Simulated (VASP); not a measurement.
Crystal: Sb.

```
CELL_PARAMETERS angstrom
0.00000 2.47000 2.47000
2.47000 0.00000 2.47000
2.47000 2.47000 0.00000
ATOMIC_POSITIONS crystal
Sb 0.00000 0.00000 0.00000
```

This isn't the form of Sb at room conditions, which is rhombohedral.

```yaml
Program: VASP 6.6.1
Task: relaxation of cell and atoms
Functional: r2SCAN
Potentials_or_basis: VASP PAW PBE potentials, release 64 (Sb)
Cutoff: 550 eV
k_mesh: 6 × 6 × 6
Occupations: gaussian, width 0.1 eV
Spin: no spin polarisation
```

At the start: pressure -4.9 GPa; volume 30.14 Å³/atom.

Task: How do energy, volume and symmetry change on relaxing?

Result: Over 3 steps the energy falls by 48.9 meV/atom and the volume is 27.19 Å³/atom (-9.8 %); space group Fm-3m (No. 225, to 0.1 Å) before and after.

Step by step:
```
step  energy change (eV)  largest force (eV/Å)  pressure (GPa)  volume (Å³)
   1              0.0000                0.0000           -4.90        30.14
   2             -0.0433                0.0000            2.09        26.30
   3             -0.0489                0.0000           -0.01        27.19
```

Final structure:
```
CELL_PARAMETERS angstrom
0.00000 2.38662 2.38662
2.38662 0.00000 2.38662
2.38662 2.38662 0.00000
ATOMIC_POSITIONS crystal
Sb 0.00000 0.00000 0.00000
```

Caveat: the k points lie up to 0.38 Å⁻¹ apart in the final cell, too coarse for converged energies and pressures of a metal; the PAW data sets were made with another functional, which shifts forces and pressure a little.
